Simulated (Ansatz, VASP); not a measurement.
**Two plane-wave programs on TlSiW2**

```
CELL_PARAMETERS angstrom
0.00000 0.00000 5.83080
3.65867 -3.65867 2.91540
3.65867 3.65867 -2.91540
ATOMIC_POSITIONS crystal
Tl 0.25000 0.00000 0.00000
Tl 0.75000 0.00000 0.00000
Si 0.75000 0.50000 0.50000
Si 0.25000 0.50000 0.50000
W 0.65700 0.50000 0.81400
W 0.15700 0.18600 0.50000
W 0.34300 0.50000 0.18600
W 0.84300 0.81400 0.50000
```

Alike in both runs: task single point; functional PBE; k mesh 4 × 4 × 4; occupations fermi-dirac, width 0.025 eV; no spin polarisation.

```csv
,VASP,Ansatz
version,VASP 6.6.1,Ansatz 0.2.0
potentials or method,"VASP PAW PBE potentials, release 64 (Tl_d, Si, W_sv), cutoff 520 eV",PAW plane waves
valence electrons in the cell,90,90
```

Ansatz gave:

- gap on the k mesh at the Fermi level (eV): none
- pressure (GPa): 13.6
- traceless stress, the component that is largest in VASP (GPa): 17.56
- rms of the force components (eV/Å): 2.233

Problem. Estimate VASP's values.

Solution. gap on the k mesh at the Fermi level (eV): none; pressure (GPa): 13.6; traceless stress, the component that is largest in VASP (GPa): 17.57; rms of the force components (eV/Å): 2.240.

Atom by atom the forces differ by 0.007 eV/Å (rms over components). A gap of «none» marks a metal or a gap that the smearing closes.

Spin-orbit coupling is off throughout.
